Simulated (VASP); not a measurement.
# GaP (rocksalt type) (Fm-3m) in VASP: single point with LDA

Aim: the single point of GaP (rocksalt type) with LDA.

All numbers are computed with VASP 6.6.1; they aren't measurements. Logs are shortened: lines on timing, memory, paths and dates and some standing lists are left out, and cuts for length are marked.

### Step 1. The cell of the first run

It takes space group Fm-3m (No. 225, cubic). The conventional cell has a = 4.138 Å, b = 4.138 Å, c = 4.138 Å, α = 90.00°, β = 90.00°, γ = 90.00°. Ga (site symmetry m-3m) has 6 P at 2.07 Å within 2.7 Å. P (site symmetry m-3m) has 6 Ga at 2.07 Å within 2.7 Å.

### Step 2. Single point, LDA (8.86 Å³/atom)

File POSCAR:

```
GaP
1.0
    0.0000000000      2.0690931352      2.0690931352
    2.0690931352      0.0000000000      2.0690931352
    2.0690931352      2.0690931352      0.0000000000
Ga P
1 1
Direct
    0.0000000000      0.0000000000      0.0000000000
    0.5000000000      0.5000000000      0.5000000000
```

File INCAR.step1:

```
SYSTEM = GaP
ALGO = Normal
EDIFF = 1E-6
ENCUT = 400
GGA_COMPAT = .FALSE.
ISIF = 2
ISMEAR = -1
LASPH = .TRUE.
LCHARG = .TRUE.
LORBIT = 11
LREAL = .FALSE.
LWAVE = .FALSE.
NBANDS = 16
NEDOS = 2001
NELM = 120
PREC = Accurate
SIGMA = 0.1
```

File KPOINTS.step1:

```
k-points
0
G
  14 14 14
  0 0 0
```

File INCAR.step2:

```
SYSTEM = GaP
ALGO = Normal
EDIFF = 1E-6
ENCUT = 400
GGA_COMPAT = .FALSE.
ICHARG = 11
ISIF = 2
ISMEAR = -5
LASPH = .TRUE.
LCHARG = .FALSE.
LORBIT = 10
LREAL = .FALSE.
LWAVE = .FALSE.
NBANDS = 16
NEDOS = 1001
NELM = 120
PREC = Accurate
SIGMA = 0.1
```

File KPOINTS.step2:

```
k-points
0
G
  21 21 21
  0 0 0
```

Potentials or basis: VASP PAW LDA potentials, release 64 (Ga_d, P).

Command:

```console
$ cat potpaw_LDA.64/Ga_d/POTCAR potpaw_LDA.64/P/POTCAR > POTCAR
$ cp INCAR.step1 INCAR
$ cp KPOINTS.step1 KPOINTS
$ mpirun -np 1 vasp_std > vasp.out
$ cp INCAR.step2 INCAR
$ cp KPOINTS.step2 KPOINTS
$ mpirun -np 1 vasp_std > vasp.out
```

OUTCAR:

```text
SYSTEM = GaP
   EDIFF = 1E-6
   ENCUT = 400
   ICHARG = 11
   ISIF = 2
   ISMEAR = -5
   LASPH = .TRUE.
   LORBIT = 10
   LREAL = .FALSE.
   NELM = 120
   PREC = Accurate

 ion  position               nearest neighbor table
   1  0.000  0.000  0.000-   2 2.07   2 2.07   2 2.07   2 2.07   2 2.07   2 2.07
   2  0.500  0.500  0.500-   1 2.07   1 2.07   1 2.07   1 2.07   1 2.07   1 2.07

  LATTYP: Found a face centered cubic cell.
 ALAT       =     4.1381862704

  Lattice vectors:

 A1 = (   0.0000000000,   2.0690931352,   2.0690931352)
 A2 = (   2.0690931352,   0.0000000000,   2.0690931352)
 A3 = (   2.0690931352,   2.0690931352,   0.0000000000)

Analysis of symmetry for initial positions (statically):
=====================================================================
 Subroutine PRICEL returns:
 Original cell was already a primitive cell.

 Routine SETGRP: Setting up the symmetry group for a
 face centered cubic supercell.

 Subroutine GETGRP returns: Found 48 space group operations
 (whereof 48 operations were pure point group operations)
 out of a pool of 48 trial point group operations.

The static configuration has the point symmetry O_h .

Analysis of symmetry for dynamics (positions and initial velocities):
=====================================================================
 Subroutine PRICEL returns:
 Original cell was already a primitive cell.

 Routine SETGRP: Setting up the symmetry group for a
 face centered cubic supercell.

 Subroutine GETGRP returns: Found 48 space group operations
 (whereof 48 operations were pure point group operations)
 out of a pool of 48 trial point group operations.

The dynamic configuration has the point symmetry O_h .

 Subroutine INISYM returns: Found 48 space group operations
 (whereof 48 operations are pure point group operations),
 and found     1 'primitive' translations

----------------------------------------------------------------------------------------

                                     Primitive cell

  volume of cell :      17.7162

  direct lattice vectors                    reciprocal lattice vectors
     0.000000000  2.069093135  2.069093135    -0.241651761  0.241651761  0.241651761
     2.069093135  0.000000000  2.069093135     0.241651761 -0.241651761  0.241651761
     2.069093135  2.069093135  0.000000000     0.241651761  0.241651761 -0.241651761

  length of vectors
     2.926139574  2.926139574  2.926139574     0.418553128  0.418553128  0.418553128

  position of ions in fractional coordinates (direct lattice)
     0.000000000  0.000000000  0.000000000
     0.500000000  0.500000000  0.500000000

  ion indices of the primitive-cell ions
   primitive index   ion index
                 1           1
                 2           2

----------------------------------------------------------------------------------------

 KPOINTS: k-points

Automatic generation of k-mesh.
 Grid dimensions read from file:
 generate k-points for:   21   21   21

 Generating k-lattice:

  Cartesian coordinates                     Fractional coordinates (reciprocal lattice)
    -0.011507227  0.011507227  0.011507227     0.047619048  0.000000000  0.000000000
     0.011507227 -0.011507227  0.011507227     0.000000000  0.047619048  0.000000000
     0.011507227  0.011507227 -0.011507227     0.000000000  0.000000000  0.047619048

  Length of vectors
     0.019931101  0.019931101  0.019931101

  Shift w.r.t. Gamma in fractional coordinates (k-lattice)
     0.000000000  0.000000000  0.000000000

 TETIRR: Found   1276 inequivalent tetrahedra from    55566

 Subroutine IBZKPT returns following result:
 ===========================================

 Found    286 irreducible k-points:

 Following reciprocal coordinates:
            Coordinates               Weight
  0.000000  0.000000  0.000000      1.000000
  0.047619  0.000000  0.000000      8.000000
  0.095238  0.000000  0.000000      8.000000
  0.142857  0.000000  0.000000      8.000000
  0.190476  0.000000  0.000000      8.000000
  0.238095  0.000000  0.000000      8.000000
[... 16 lines left out ...]
 -0.428571  0.047619  0.000000     24.000000
 -0.380952  0.047619  0.000000     24.000000
 [... further k-points ...]
   k-points           NKPTS =    286   k-points in BZ     NKDIM =    286   number of bands    NBANDS=     16
   number of dos      NEDOS =   1001   number of ions     NIONS =      2
   total plane-waves  NPLWV =   8000
   dimension x,y,z NGX =    20 NGY =   20 NGZ =   20
   dimension x,y,z NGXF=    40 NGYF=   40 NGZF=   40
   ions per type =               1   1
   NGX,Y,Z   is equivalent  to a cutoff of  11.36, 11.36, 11.36 a.u.
   NGXF,Y,Z  is equivalent  to a cutoff of  22.73, 22.73, 22.73 a.u.
 SYSTEM =  GaP
   PREC   = accura    normal or accurate (medium, high low for compatibility)
   ISTART =      0    job   : 0-new  1-cont  2-samecut
   ICHARG =     11    charge: 1-file 2-atom 10-const
   ISPIN  =      1    spin polarized calculation?
   LNONCOLLINEAR =      F non collinear calculations
   LSORBIT =      F    spin-orbit coupling
   LASPH  =      T    aspherical Exc in radial PAW
   ENCUT  =  400.0 eV  29.40 Ry    5.42 a.u.   4.77  4.77  4.77*2*pi/ulx,y,z
   NELM   =    120;   NELMIN=  2; NELMDL=  0     # of ELM steps
   EDIFF  = 0.1E-05   stopping-criterion for ELM
   LREAL  =      F    real-space projection
[... 7 lines left out ...]
   TEBEG  =    0.0;   TEEND  =   0.0 temperature during run
   PSTRESS=    0.0 pullay stress
   NELECT =      18.0000    total number of electrons
   NUPDOWN=      -1.0000    fix difference up-down
   EMIN   =  10.00;   EMAX   =-10.00  energy-range for DOS
   EFERMI =   0.00;   METHOD = LEGACY
   ISMEAR =    -5;   SIGMA  =   0.10  broadening in eV -4-tet -1-fermi 0-gaus
   EFERMI_NEDOS =   21; number of points for ismear=-14 and -15
   IALGO  =     38    algorithm
   IMIX   =      4    mixing-type and parameters
     AMIX     =   0.40;   BMIX     =  1.00
     AMIX_MAG =   1.60;   BMIX_MAG =  1.00
  volume/ion in A,a.u.               =       8.86        59.78
  Fermi-wavevector in a.u.,A,eV,Ry     =   1.645795  3.110101 36.853282  2.708640
  Thomas-Fermi vector in A             =   2.735531
   LORBIT       =     10    0 simple, 1 ext, 2 COOP (PROOUT), +10 PAW based schemes
   GGA     = CA    functional components
   LHFCALC =     F    Hartree Fock is set to
   AEXX    =    0.0000 exact exchange contribution
   IVDW    =     0    specifies the selected vdW correction
   LEPSILON=     F    determine dielectric tensor
   LRPA    =     F    only Hartree local field effects (RPA)
 non-spin polarized calculation
 Fermi weights with tetrahedron method with Bloechl corrections
  energy-cutoff  :      400.00
  volume of cell :       17.72
 maximum number of plane-waves:       334

 number of electron      18.0000017 magnetization

 Free energy of the ion-electron system (eV)
  ---------------------------------------------------
  ext. energy  EPLUGINS =         0.00000000
  ---------------------------------------------------
  free energy    TOTEN  =        -3.58430766 eV

  energy without entropy =       -3.58430766  energy(sigma->0) =       -3.58430766

 E-fermi :  17.0298     XC(G=0): -14.6807

 val. band max:       17.3592713475   @ k =   0.4762   0.0000   0.0000
 cond. band min:      16.9382393397   @ k =   0.3810   0.0000   0.0000
 fundamental gap:     -0.4210320078
 Fermi energy:        17.0298428987

 k-point     1 :       0.0000    0.0000    0.0000
  band No.  band energies     occupation
      1      -4.0804      2.00000
      2      -0.3116      2.00000
      3      -0.3116      2.00000
      4      -0.2354      2.00000
      5      -0.2354      2.00000
      6      -0.2354      2.00000
[... 8 lines left out ...]
     15      28.5507      0.00000
     16      28.5507      0.00000

 k-point     2 :       0.0476    0.0000    0.0000
  band No.  band energies     occupation
      1      -4.0221      2.00000
      2      -0.3154      2.00000
      3      -0.3154      2.00000
      4      -0.2387      2.00000
      5      -0.2297      2.00000
      6      -0.2297      2.00000
[... 8 lines left out ...]
     15      27.6544      0.00000
     16      28.5639      0.00000

 k-point     3 :       0.0952    0.0000    0.0000
  band No.  band energies     occupation
      1      -3.8475      2.00000
      2      -0.3291      2.00000
      3      -0.3291      2.00000
      4      -0.2477      2.00000
      5      -0.2105      2.00000
      6      -0.2105      2.00000
[... 8 lines left out ...]
     15      28.4569      0.00000
     16      29.1458      0.00000

 k-point     4 :       0.1429    0.0000    0.0000
  band No.  band energies     occupation
      1      -3.5590      2.00000
      2      -0.3539      2.00000
      3      -0.3539      2.00000
      4      -0.2601      2.00000
      5      -0.1766      2.00000
      6      -0.1766      2.00000
[... 8 lines left out ...]
     15      28.7115      0.00000
     16      29.6910      0.00000
[... 324 lines left out ...]
 k-point    22 :      -0.4762    0.0476    0.0000
  band No.  band energies     occupation
      1      -0.7559      2.00000
      2      -0.5963      2.00000
      3      -0.5617      2.00000
      4       0.0883      2.00000
      5       0.1221      2.00000
      6       1.6883      2.00000
[... 8 lines left out ...]
     15      31.4404      0.00000
     16      37.6849      0.00000

 k-point    23 :      -0.4286    0.0476    0.0000
  band No.  band energies     occupation
      1      -0.7955      2.00000
      2      -0.5807      2.00000
      3      -0.5586      2.00000
      4       0.0762      2.00000
      5       0.1053      2.00000
      6       1.1874      2.00000
[... 8 lines left out ...]
     15      31.2246      0.00000
     16      37.0579      0.00000

 k-point    24 :      -0.3810    0.0476    0.0000
  band No.  band energies     occupation
      1      -0.9382      2.00000
      2      -0.5520      2.00000
      3      -0.5444      2.00000
      4       0.0266      2.00000
      5       0.0734      2.00000
      6       0.5258      2.00000
[... 8 lines left out ...]
     15      30.4704      0.00000
     16      35.9446      0.00000

 [... further k-points ...]
[... 5 lines left out ...]
  --------------------------------------------------------------------------------------
  -------------------------------------------------------------------------------------
  Total       25.4521219     25.4521219     25.4521219      0.0000000     -0.0000000      0.0000000
  in kB     2301.7834433   2301.7834433   2301.7834433      0.0000000     -0.0000000      0.0000000
  external PRESSURE =    2301.7834433 kB  Pullay stress =       0.0000000 kB

 VOLUME and BASIS-vectors are now :
 -----------------------------------------------------------------------------
  energy-cutoff  :      400.00
  volume of cell :       17.72
      direct lattice vectors                 reciprocal lattice vectors
     0.000000000  2.069093135  2.069093135    -0.241651761  0.241651761  0.241651761
     2.069093135  0.000000000  2.069093135     0.241651761 -0.241651761  0.241651761
     2.069093135  2.069093135  0.000000000     0.241651761  0.241651761 -0.241651761

 POSITION                                       TOTAL-FORCE (eV/Angst)
 -----------------------------------------------------------------------------------
      0.00000      0.00000      0.00000         0.000000     -0.000000     -0.000000
      2.06909      2.06909      2.06909        -0.000000      0.000000      0.000000
 -----------------------------------------------------------------------------------
    total drift:                                0.000000      0.000000     -0.000000

  FREE ENERGIE OF THE ION-ELECTRON SYSTEM (eV)
  ---------------------------------------------------
  free  energy   TOTEN  =        -3.5843076573 eV

  energy  without entropy=       -3.5843076573  energy(sigma->0) =       -3.58430766

 total charge

# of ion       s       p       d       tot
------------------------------------------
    1        1.075   1.622  10.382  13.080
    2        1.094   1.879   0.000   2.973
--------------------------------------------------
tot          2.169   3.501  10.382  16.052
```

It took 56 s on 1 thread of Intel Xeon Platinum 8259CL at 2.50GHz (Skylake/Cascade Lake), shared host; peak memory 0.16 GiB.

What came out:

| Quantity | Value |
| --- | --- |
| Valence electrons inside the program's atomic spheres | Ga 13.08; P 2.97 |

Levels at points of the mesh, in eV from the Fermi level:
| k point | band 7 | band 8 | band 9 | band 10 | band 11 | band 12 |
| --- | --- | --- | --- | --- | --- | --- |
| (0.00, 0.00, 0.00) | -0.21 | -0.21 | -0.21 | 6.19 | 6.19 | 6.19 |
